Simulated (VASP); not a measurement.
# MnO (rock salt type) (Fm-3m) in VASP: settings compared

Aim: see how the results for MnO (rock salt type) move with the level of theory and the settings. Levels: r2SCAN, PBE. Tasks: single point.

Everything below comes from runs of VASP 6.6.1. Logs are shortened: lines on timing, memory, paths and dates and some standing lists are left out, and cuts for length are marked.

## 1. The cell of the first run

The structure is cubic, space group Fm-3m (No. 225). The conventional cell has a = 4.077 Å, b = 4.077 Å, c = 4.077 Å, α = 90.00°, β = 90.00°, γ = 90.00°. Mn (site symmetry m-3m) has 6 O at 2.04 Å within 2.7 Å. O (site symmetry m-3m) has 6 Mn at 2.04 Å within 2.7 Å.

## 2. Single point, r2SCAN

File POSCAR:

```
MnO
1.0
    0.0000000000      2.0386942538      2.0386942538
    2.0386942538      0.0000000000      2.0386942538
    2.0386942538      2.0386942538      0.0000000000
Mn O
1 1
Direct
    0.0000000000      0.0000000000      0.0000000000
    0.5000000000      0.5000000000      0.5000000000
```

File INCAR.step1:

```
  PREC = Accurate
  ENCUT = 520
  ISMEAR = -1
  SIGMA = 0.1
  LREAL = F
  LASPH = T
  NELM = 100
  NBANDS = 16
  GGA = PE
  ALGO = Normal
  EDIFF = 1E-4
  LWAVE = T
  LCHARG = F
```

File INCAR.step2:

```
  PREC = Accurate
  ENCUT = 520
  EDIFF = 1E-7
  ISMEAR = -1
  SIGMA = 0.1
  LREAL = F
  LASPH = T
  NELM = 100
  ALGO = Normal
  ISIF = 2
  LWAVE = F
  LCHARG = T
  METAGGA = R2SCAN
  LMIXTAU = T
  LELF = T
  LVHAR = T
  NBANDS = 16
  ISTART = 1
```

File KPOINTS:

```
regular mesh
0
Gamma
  14 14 14
```

Potentials or basis: VASP PAW PBE potentials, release 64 (Mn_pv, O).

Run with:

```
cat potpaw_PBE.64/Mn_pv/POTCAR potpaw_PBE.64/O/POTCAR > POTCAR
cp INCAR.step1 INCAR
mpirun -np 1 vasp_std > vasp.out
cp INCAR.step2 INCAR
mpirun -np 1 vasp_std > vasp.out
```

OUTCAR:

```text
PREC = Accurate
   ENCUT = 520
   EDIFF = 1E-7
   ISMEAR = -1
   LREAL = F
   LASPH = T
   NELM = 100
   ISIF = 2
   METAGGA = R2SCAN
   ISTART = 1

 ion  position               nearest neighbor table
   1  0.000  0.000  0.000-   2 2.04   2 2.04   2 2.04   2 2.04   2 2.04   2 2.04
   2  0.500  0.500  0.500-   1 2.04   1 2.04   1 2.04   1 2.04   1 2.04   1 2.04

  LATTYP: Found a face centered cubic cell.
 ALAT       =     4.0773885076

  Lattice vectors:

 A1 = (   0.0000000000,   2.0386942538,   2.0386942538)
 A2 = (   2.0386942538,   0.0000000000,   2.0386942538)
 A3 = (   2.0386942538,   2.0386942538,   0.0000000000)

Analysis of symmetry for initial positions (statically):
=====================================================================
 Subroutine PRICEL returns:
 Original cell was already a primitive cell.

 Routine SETGRP: Setting up the symmetry group for a
 face centered cubic supercell.

 Subroutine GETGRP returns: Found 48 space group operations
 (whereof 48 operations were pure point group operations)
 out of a pool of 48 trial point group operations.

The static configuration has the point symmetry O_h .

Analysis of symmetry for dynamics (positions and initial velocities):
=====================================================================
 Subroutine PRICEL returns:
 Original cell was already a primitive cell.

 Routine SETGRP: Setting up the symmetry group for a
 face centered cubic supercell.

 Subroutine GETGRP returns: Found 48 space group operations
 (whereof 48 operations were pure point group operations)
 out of a pool of 48 trial point group operations.

The dynamic configuration has the point symmetry O_h .

 Subroutine INISYM returns: Found 48 space group operations
 (whereof 48 operations are pure point group operations),
 and found     1 'primitive' translations

----------------------------------------------------------------------------------------

                                     Primitive cell

  volume of cell :      16.9467

  direct lattice vectors                    reciprocal lattice vectors
     0.000000000  2.038694254  2.038694254    -0.245255020  0.245255020  0.245255020
     2.038694254  0.000000000  2.038694254     0.245255020 -0.245255020  0.245255020
     2.038694254  2.038694254  0.000000000     0.245255020  0.245255020 -0.245255020

  length of vectors
     2.883149063  2.883149063  2.883149063     0.424794155  0.424794155  0.424794155

  position of ions in fractional coordinates (direct lattice)
     0.000000000  0.000000000  0.000000000
     0.500000000  0.500000000  0.500000000

  ion indices of the primitive-cell ions
   primitive index   ion index
                 1           1
                 2           2

----------------------------------------------------------------------------------------

 KPOINTS: regular mesh

Automatic generation of k-mesh.
 Grid dimensions read from file:
 generate k-points for:   14   14   14

 Generating k-lattice:

  Cartesian coordinates                     Fractional coordinates (reciprocal lattice)
    -0.017518216  0.017518216  0.017518216     0.071428571  0.000000000  0.000000000
     0.017518216 -0.017518216  0.017518216     0.000000000  0.071428571  0.000000000
     0.017518216  0.017518216 -0.017518216     0.000000000  0.000000000  0.071428571

  Length of vectors
     0.030342440  0.030342440  0.030342440

  Shift w.r.t. Gamma in fractional coordinates (k-lattice)
     0.000000000  0.000000000  0.000000000

 Subroutine IBZKPT returns following result:
 ===========================================

 Found    104 irreducible k-points:

 Following reciprocal coordinates:
            Coordinates               Weight
  0.000000  0.000000  0.000000      1.000000
  0.071429  0.000000  0.000000      8.000000
  0.142857  0.000000  0.000000      8.000000
  0.214286  0.000000  0.000000      8.000000
  0.285714  0.000000  0.000000      8.000000
  0.357143  0.000000  0.000000      8.000000
[... 16 lines left out ...]
  0.214286  0.142857  0.000000     24.000000
  0.285714  0.142857  0.000000     24.000000
 [... further k-points ...]
   k-points           NKPTS =    104   k-points in BZ     NKDIM =    104   number of bands    NBANDS=     16
   number of dos      NEDOS =    301   number of ions     NIONS =      2
   total plane-waves  NPLWV =  13824
   dimension x,y,z NGX =    24 NGY =   24 NGZ =   24
   dimension x,y,z NGXF=    48 NGYF=   48 NGZF=   48
   ions per type =               1   1
   NGX,Y,Z   is equivalent  to a cutoff of  13.84, 13.84, 13.84 a.u.
   NGXF,Y,Z  is equivalent  to a cutoff of  27.68, 27.68, 27.68 a.u.
 SYSTEM =  unknown system
   PREC   = accura    normal or accurate (medium, high low for compatibility)
   ISTART =      1    job   : 0-new  1-cont  2-samecut
   ICHARG =      0    charge: 1-file 2-atom 10-const
   ISPIN  =      1    spin polarized calculation?
   LNONCOLLINEAR =      F non collinear calculations
   LSORBIT =      F    spin-orbit coupling
   LASPH  =      T    aspherical Exc in radial PAW
   ENCUT  =  520.0 eV  38.22 Ry    6.18 a.u.   5.36  5.36  5.36*2*pi/ulx,y,z
   NELM   =    100;   NELMIN=  2; NELMDL=  0     # of ELM steps
   EDIFF  = 0.1E-06   stopping-criterion for ELM
   LREAL  =      F    real-space projection
   EDIFFG = 0.1E-05   stopping-criterion for IOM
   NSW    =      0    number of steps for IOM
   IBRION =     -1    ionic relax: 0-MD 1-quasi-New 2-CG
   NFREE  =      0    steps in history (QN), initial steepest desc. (CG)
   ISIF   =      2    stress and relaxation
   ISYM   =      2    0-nonsym 1-usesym 2-fastsym
   POTIM  = 0.5000    time-step for ionic-motion
   TEBEG  =    0.0;   TEEND  =   0.0 temperature during run
   PSTRESS=    0.0 pullay stress
   NELECT =      19.0000    total number of electrons
   NUPDOWN=      -1.0000    fix difference up-down
   EMIN   =  10.00;   EMAX   =-10.00  energy-range for DOS
   EFERMI =   0.00;   METHOD = LEGACY
   ISMEAR =    -1;   SIGMA  =   0.10  broadening in eV -4-tet -1-fermi 0-gaus
   EFERMI_NEDOS =   21; number of points for ismear=-14 and -15
   IALGO  =     38    algorithm
   IMIX   =      4    mixing-type and parameters
     AMIX     =   0.40;   BMIX     =  1.00
     AMIX_MAG =   1.60;   BMIX_MAG =  1.00
  volume/ion in A,a.u.               =       8.47        57.18
  Fermi-wavevector in a.u.,A,eV,Ry     =   1.700711  3.213878 39.353749  2.892419
  Thomas-Fermi vector in A             =   2.780796
   LORBIT       =      0    0 simple, 1 ext, 2 COOP (PROOUT), +10 PAW based schemes
   METAGGA = R2SCAN    functional components
   LHFCALC =     F    Hartree Fock is set to
   AEXX    =    0.0000 exact exchange contribution
   IVDW    =     0    specifies the selected vdW correction
   LEPSILON=     F    determine dielectric tensor
   LRPA    =     F    only Hartree local field effects (RPA)
 non-spin polarized calculation
  energy-cutoff  :      520.00
  volume of cell :       16.95
 maximum number of plane-waves:       471
 NGX is ok and might be reduce to    24
   NGX = 11   NGY = 11   NGZ = 11

 number of electron      18.9999995 magnetization

 Free energy of the ion-electron system (eV)
  ---------------------------------------------------
  ext. energy  EPLUGINS =         0.00000000
  ---------------------------------------------------
  free energy    TOTEN  =       -21.94807293 eV

  energy without entropy =      -21.80151815  energy(sigma->0) =      -21.87479554

 E-fermi :  10.4183     XC(G=0): -14.3473

 val. band max:       10.4174553708   @ k =   0.5000   0.0000   0.0000
 cond. band min:      10.4193054559   @ k =  -0.3571   0.3571   0.0000
 fundamental gap:      0.0018500851
 Fermi energy:        10.4183356942

 k-point     1 :       0.0000    0.0000    0.0000
  band No.  band energies     occupation
      1     -39.3512      2.00000
      2     -39.3511      2.00000
      3     -39.3495      2.00000
      4     -13.0668      2.00000
      5       5.4529      2.00000
      6       5.4529      2.00000
[... 8 lines left out ...]
     15      31.0385      0.00000
     16      31.0385      0.00000

 k-point     2 :       0.0714    0.0000    0.0000
  band No.  band energies     occupation
      1     -39.3612      2.00000
      2     -39.3522      2.00000
      3     -39.3511      2.00000
      4     -12.9997      2.00000
      5       5.0546      2.00000
      6       5.2593      2.00000
[... 8 lines left out ...]
     15      30.9191      0.00000
     16      30.9192      0.00000

 k-point     3 :       0.1429    0.0000    0.0000
  band No.  band energies     occupation
      1     -39.3906      2.00000
      2     -39.3552      2.00000
      3     -39.3542      2.00000
      4     -12.8079      2.00000
      5       4.1186      2.00000
      6       4.7985      2.00000
[... 8 lines left out ...]
     15      30.4335      0.00000
     16      30.4336      0.00000

 k-point     4 :       0.2143    0.0000    0.0000
  band No.  band energies     occupation
      1     -39.4328      2.00000
      2     -39.3596      2.00000
      3     -39.3586      2.00000
      4     -12.5186      2.00000
      5       3.0066      2.00000
      6       4.2613      2.00000
[... 8 lines left out ...]
     15      29.4547      0.00000
     16      29.4549      0.00000
[... 324 lines left out ...]
 k-point    22 :       0.1429    0.1429    0.0000
  band No.  band energies     occupation
      1     -39.3865      2.00000
      2     -39.3646      2.00000
      3     -39.3644      2.00000
      4     -12.7410      2.00000
      5       3.5824      2.00000
      6       4.9545      2.00000
[... 8 lines left out ...]
     15      29.6996      0.00000
     16      29.6996      0.00000

 k-point    23 :       0.2143    0.1429    0.0000
  band No.  band energies     occupation
      1     -39.4137      2.00000
      2     -39.3709      2.00000
      3     -39.3684      2.00000
      4     -12.5482      2.00000
      5       2.9349      2.00000
      6       4.5884      2.00000
[... 8 lines left out ...]
     15      28.8184      0.00000
     16      29.1917      0.00000

 k-point    24 :       0.2857    0.1429    0.0000
  band No.  band energies     occupation
      1     -39.4518      2.00000
      2     -39.3769      2.00000
      3     -39.3729      2.00000
      4     -12.2844      2.00000
      5       2.2583      2.00000
      6       4.0096      2.00000
[... 8 lines left out ...]
     15      27.4295      0.00000
     16      28.5287      0.00000

 [... further k-points ...]

------------------------ aborting loop because EDIFF is reached ----------------------------------------

  FORCE on cell =-STRESS in cart. coord.  units (eV):
  Direction    XX          YY          ZZ          XY          YZ          ZX
  --------------------------------------------------------------------------------------
  -------------------------------------------------------------------------------------
  Total        0.5222610      0.5222610      0.5222610      0.0000000     -0.0000000     -0.0000000
  in kB       49.3755400     49.3755400     49.3755400      0.0000000     -0.0000000     -0.0000000
  external PRESSURE =      49.3755400 kB  Pullay stress =       0.0000000 kB

 VOLUME and BASIS-vectors are now :
 -----------------------------------------------------------------------------
  energy-cutoff  :      520.00
  volume of cell :       16.95
      direct lattice vectors                 reciprocal lattice vectors
     0.000000000  2.038694254  2.038694254    -0.245255020  0.245255020  0.245255020
     2.038694254  0.000000000  2.038694254     0.245255020 -0.245255020  0.245255020
     2.038694254  2.038694254  0.000000000     0.245255020  0.245255020 -0.245255020

 POSITION                                       TOTAL-FORCE (eV/Angst)
 -----------------------------------------------------------------------------------
      0.00000      0.00000      0.00000         0.000000      0.000000      0.000000
      2.03869      2.03869      2.03869        -0.000000     -0.000000     -0.000000
 -----------------------------------------------------------------------------------
    total drift:                                0.000000     -0.000000     -0.000000

  FREE ENERGIE OF THE ION-ELECTRON SYSTEM (eV)
  ---------------------------------------------------
  free  energy   TOTEN  =       -21.9480729262 eV

  energy  without entropy=      -21.8015181491  energy(sigma->0) =      -21.87479554
```

Run time: 2.3 min. Hardware: 1 thread of Intel Xeon 8259CL, shared host; peak memory 0.16 GiB.

What came out:

* Free energy: -21.9481 eV
* Pressure: 4.9 GPa
* Band gap on the k mesh: zero (an odd number of electrons rules out a gap without spin polarisation)

Caveat: the cell stands under pressure; the PAW data sets were made with another functional, which shifts forces and pressure a little; an odd number of electrons without spin polarisation forces a metal; a magnetic or distorted state may lie lower; the run has no spin polarisation, though such a crystal can be magnetic; semilocal functionals often make such compounds metallic where correlation or magnetic order opens a gap, which also shifts bond lengths.

## 3. Single point, r2SCAN

This run uses another cell than the first one, of 8.73 Å³/atom.

File POSCAR:

```
MnO
1.0
    0.0000000000      2.0592885189      2.0592885189
    2.0592885189      0.0000000000      2.0592885189
    2.0592885189      2.0592885189      0.0000000000
Mn O
1 1
Direct
    0.0000000000      0.0000000000      0.0000000000
    0.5000000000      0.5000000000      0.5000000000
```

File INCAR.step1:

```
SYSTEM = MnO
  PREC = Accurate
  ENCUT = 520
  ISMEAR = -1
  SIGMA = 0.1
  LREAL = .False.
  LASPH = .True.
  NELM = 100
  NBANDS = 16
  GGA = PE
  ALGO = Normal
  EDIFF = 1E-4
  LWAVE = .True.
  LCHARG = .False.
```

File INCAR.step2:

```
SYSTEM = MnO
  PREC = Accurate
  ENCUT = 520
  EDIFF = 1E-7
  ISMEAR = -1
  SIGMA = 0.1
  LREAL = .False.
  LASPH = .True.
  NELM = 100
  ALGO = Normal
  ISIF = 2
  LWAVE = .False.
  LCHARG = .False.
  METAGGA = R2SCAN
  LMIXTAU = .True.
  NBANDS = 16
  ISTART = 1
```

File KPOINTS:

```
Automatic mesh
0
Gamma
  14 14 14
  0 0 0
```

Potentials or basis: VASP PAW PBE potentials, release 64 (Mn_pv, O).

Run with:

```
cat potpaw_PBE.64/Mn_pv/POTCAR potpaw_PBE.64/O/POTCAR > POTCAR
cp INCAR.step1 INCAR
mpirun -np 1 vasp_std > vasp.out
cp INCAR.step2 INCAR
mpirun -np 1 vasp_std > vasp.out
```

Wall time 2.4 min (1 thread of Intel Xeon 8259CL, shared host); peak memory 0.16 GiB.

Results (log left out):

```
Free energy            : -21.9521 eV
Pressure               : -2.6 GPa
Band gap on the k mesh : zero (an odd number of electrons rules out a gap without spin polarisation)
```

Levels at points of the mesh, in eV from the Fermi level:
```
           k point  band 6  band 7  band 8  band 9  band 10  band 11  band 12  band 13  band 14  band 15
(0.00, 0.00, 0.00)   -4.81   -4.81   -1.78   -1.78    -1.78    -0.17    -0.16     2.28    16.46    20.31
(0.50, 0.00, 0.00)   -7.10   -7.10   -0.30   -0.30    -0.01     3.16     3.16     5.68    11.72    15.45
(0.50, 0.50, 0.00)   -5.98   -5.98   -3.45    0.14     0.14     0.57     1.32     8.91    10.86    13.79
```

Caveat: the PAW data sets were made with another functional, which shifts forces and pressure a little; an odd number of electrons without spin polarisation forces a metal; a magnetic or distorted state may lie lower; the run has no spin polarisation, though such a crystal can be magnetic; semilocal functionals often make such compounds metallic where correlation or magnetic order opens a gap, which also shifts bond lengths.

(Part 1 of 2 ends here.)
